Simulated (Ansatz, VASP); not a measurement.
## Two plane-wave programs on Cu4Sn

File INCAR:

```
SYSTEM = Cu4Sn
  PREC = Accurate
  ENCUT = 600
  EDIFF = 1E-7
  ISMEAR = 0
  SIGMA = 0.1
  LREAL = .FALSE.
  LASPH = .TRUE.
  NELM = 100
  ALGO = Normal
  ISIF = 3
  LWAVE = .FALSE.
  LCHARG = .FALSE.
  GGA = PE
  IBRION = 2
  NSW = 100
  EDIFFG = -0.01
```

KPOINTS

```
Automatic mesh
0
G
  8 8 8
  0 0 0
```

POSCAR

```
Cu4Sn
1.0
    4.7923848261      0.0000000000      0.0000000000
    0.0000000000      4.7923848261      0.0000000000
    0.0000000000      0.0000000000      4.7923848261
Cu Sn
4 1
Direct
    0.0000000000      0.5000000000      0.5000000000
    0.5000000000      0.5000000000      0.0000000000
    0.5000000000      0.0000000000      0.5000000000
    0.0000000000      0.0000000000      0.0000000000
    0.5000000000      0.5000000000      0.5000000000
```

Input for Ansatz:

```yaml
crystal:
  lattice:
    - [4.7923848261, 0.0, 0.0]
    - [0.0, 4.7923848261, 0.0]
    - [0.0, 0.0, 4.7923848261]
  atoms:
    - { symbol: Cu, position: [0.0, 0.5, 0.5] }
    - { symbol: Cu, position: [0.5, 0.5, 0.0] }
    - { symbol: Cu, position: [0.5, 0.0, 0.5] }
    - { symbol: Cu, position: [0.0, 0.0, 0.0] }
    - { symbol: Sn, position: [0.5, 0.5, 0.5] }
basis:
  ecutwfc: 420
kpoints:
  mp_grid: { grid: [8, 8, 8] }
hamiltonian:
  xc: pbe
scf:
  occupations: { method: gaussian, width: 0.1 }
output:
  forces: true
  stress: true
  eigenvalues: true
  write_density: true
  write_potential: true
  elf: true
  volumetric_format: npy
relax:
  adjacent_minimum: "off"
  f_tol: 0.01
  max_steps: 80
  cell: { stress_tol: 0.05 }
```

Change from the starting cell: species swapped into the Fe4N type (Pm-3m, No. 221).

Alike in both runs: task relaxation of cell and atoms; functional PBE; k mesh 8 × 8 × 8; occupations gaussian, width 0.1 eV; no spin polarisation.

|  | VASP | Ansatz |
| --- | --- | --- |
| version | VASP 6.6.1 | Ansatz 0.2.0 |
| potentials or method | VASP PAW PBE potentials, release 64 (Cu, Sn_d), cutoff 600 eV | scalar-relativistic, plane waves, PAW |
| valence electrons in the cell | 58 | 90 |

```tsv
	VASP	Ansatz	Ansatz less VASP
gap on the k mesh at the Fermi level, each at its own relaxed structure (eV)	none	none	-
relaxed volume (Å³/atom)	22.33	22.25	-0.087
relaxed cell length with the largest relative difference (Å)	4.816	4.809	-0.0063
```

A gap of «none» marks a metal or a gap that the smearing closes. VASP's potentials hold 58 valence electrons a cell and Ansatz's 90, so a difference there can come from the potentials and not from the codes.
